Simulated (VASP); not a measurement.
# Hf: relaxation of cell and atoms with LDA

The system is Hf.

```xyz
2
Lattice="3.1181 0.0000 0.0000 -1.5591 2.7004 0.0000 0.0000 0.0000 4.9469" Properties=species:S:1:pos:R:3 pbc="T T T"
Hf    0.0000    1.8003    1.2367
Hf    1.5591    0.9001    3.7102
```

- Program: VASP 6.6.1
- Task: relaxation of cell and atoms
- Functional: LDA
- Potentials or basis: VASP PAW LDA potentials, release 64 (Hf_pv)
- Cutoff: 600 eV
- k mesh: 12 × 12 × 8
- Occupations: fermi-dirac, width 0.15 eV
- Spin: no spin polarisation
- Dipole correction: no
- Further INCAR settings: ALGO = Normal; EDIFF = 1e-06; IBRION = 2; EDIFFG = -0.001; NSW = 80; ISIF = 3

| Quantity | Value |
| --- | --- |
| Relaxed volume | 20.87 Å³/atom |
| Relaxed cell | a = 3.117 Å, b = 3.117 Å, c = 4.960 Å, α = 90.00°, β = 90.00°, γ = 120.00° |
| Space group after relaxing (to 0.1 Å) | P6_3/mmc (No. 194) |
| Energy gained by relaxing | 0.1 meV/atom |
| Ionic steps | 17 |
| Pressure after relaxing | 0.0 GPa |
| Band gap on the k mesh | zero (bands 10 and 11 overlap by 1.41 eV) |

The path:
```
step  energy change (eV)  largest force (eV/Å)  pressure (GPa)  volume (Å³)
   1              0.0000                0.0000            0.24        41.65
   2             -0.0001                0.0000           -0.31        41.84
   3             -0.0001                0.0000           -0.08        41.76
   4             -0.0002                0.0000           -0.01        41.74
   5             -0.0002                0.0000           -0.01        41.74
   6             -0.0002                0.0000           -0.01        41.73
   7             -0.0002                0.0000            0.04        41.72
   8             -0.0002                0.0000            0.03        41.73
   9             -0.0002                0.0000            0.03        41.73
  10             -0.0002                0.0000            0.02        41.73
  11             -0.0002                0.0000            0.04        41.74
  12             -0.0002                0.0000           -0.02        41.75
  13             -0.0002                0.0000           -0.06        41.74
  14             -0.0002                0.0000           -0.05        41.74
  15             -0.0002                0.0000           -0.02        41.74
  16             -0.0002                0.0000           -0.01        41.74
  17             -0.0002                0.0000            0.00        41.74
```

Final structure:
```yaml
crystal:
  lattice:
    - [3.11696, 0.00000, 0.00000]
    - [-1.55848, 2.69937, 0.00000]
    - [0.00000, 0.00000, 4.96035]
  atoms:
    - { symbol: Hf, position: [0.33333, 0.66667, 0.25000] }
    - { symbol: Hf, position: [0.66667, 0.33333, 0.75000] }
```

Levels at points of the mesh, in eV from the Fermi level:
```csv
k point,band 8,band 9,band 10,band 11,band 12,band 13
"(0.00, 0.00, 0.00)",-3.89,1.07,1.19,1.19,1.42,2.06
"(0.50, 0.00, 0.00)",-2.97,-2.41,-0.50,0.79,0.98,1.81
"(0.00, 0.00, 0.50)",-5.40,0.14,0.14,1.08,1.08,1.08
"(0.50, 0.00, 0.50)",-3.58,-1.11,-1.11,1.60,1.60,2.82
```

It took 8.1 min on 1 thread of Intel Xeon 8259CL, with other jobs on the host, peak memory 0.21 GiB.

Caveat: spin-orbit coupling is left out, which moves the levels of the heavy elements.
